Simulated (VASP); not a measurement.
Input of a VASP 6.6.1 run:

File INCAR:

```
SYSTEM = BaTiO3
  ALGO = Normal
  DIPOL = 0.5 0.5 0.508
  EDIFF = 1E-7
  ENCUT = 520
  GGA = PS
  IDIPOL = 3
  ISIF = 2
  ISMEAR = 0
  LASPH = .True.
  LCHARG = .False.
  LDIPOL = .True.
  LREAL = Auto
  LWAVE = .False.
  NBANDS = 73
  NELM = 100
  PREC = Accurate
  SIGMA = 0.05
```

File KPOINTS:

```
k-points
0
Gamma
  7 7 1
  0 0 0
```

Contents of POSCAR:

```
BaTiO3
1.0
    3.9698693943      0.0000000000      0.0000000000
    0.0000000000      3.9698693943      0.0000000000
    0.0000000000      0.0000000000     24.9246734857
Ba O Ti
3 9 3
Direct
    0.5000000000      0.5000000000      0.3050598768
    0.5000000000      0.5000000000      0.4621022153
    0.5000000000      0.5000000000      0.6239560671
    0.0000000000      0.0000000000      0.3022659833
    0.5000000000      0.0000000000      0.3790929253
    0.0000000000      0.5000000000      0.3790929253
    0.0000000000      0.0000000000      0.4605220783
    0.5000000000      0.0000000000      0.5395075048
    0.0000000000      0.5000000000      0.5395075048
    0.0000000000      0.0000000000      0.6199954055
    0.5000000000      0.0000000000      0.6986838434
    0.0000000000      0.5000000000      0.6986838434
    0.0000000000      0.0000000000      0.3780868470
    0.0000000000      0.0000000000      0.5385482636
    0.0000000000      0.0000000000      0.6943507263
```

Potentials or basis: VASP PAW PBE potentials, release 64 (Ba_sv, O, Ti_sv).

Run with:

```console
$ cat potpaw_PBE.64/Ba_sv/POTCAR potpaw_PBE.64/O/POTCAR potpaw_PBE.64/Ti_sv/POTCAR > POTCAR
$ mpirun -np 1 vasp_std > vasp.out
```

Task: Estimate the largest force.

Result: 0.233 eV/Å.

Task: Predict the band gap on the k mesh.

Result: 0.46 eV (least direct gap 1.04 eV).

Forces on the atoms (eV/Å):
```
Ba   0.000  0.000 -0.233
Ba   0.000  0.000 -0.044
Ba   0.000  0.000 -0.079
O    0.000  0.000 -0.084
O    0.000  0.000  0.043
O    0.000  0.000  0.043
O    0.000  0.000 -0.021
O    0.000  0.000  0.028
O    0.000  0.000  0.028
O    0.000  0.000 -0.070
O    0.000  0.000  0.096
O    0.000  0.000  0.096
Ti   0.000  0.000  0.047
Ti   0.000  0.000  0.042
Ti   0.000  0.000  0.105
```

Caveat: the PAW data sets were made with another functional, which shifts forces and pressure a little; spin-orbit coupling is left out, which moves the levels of the heavy elements.
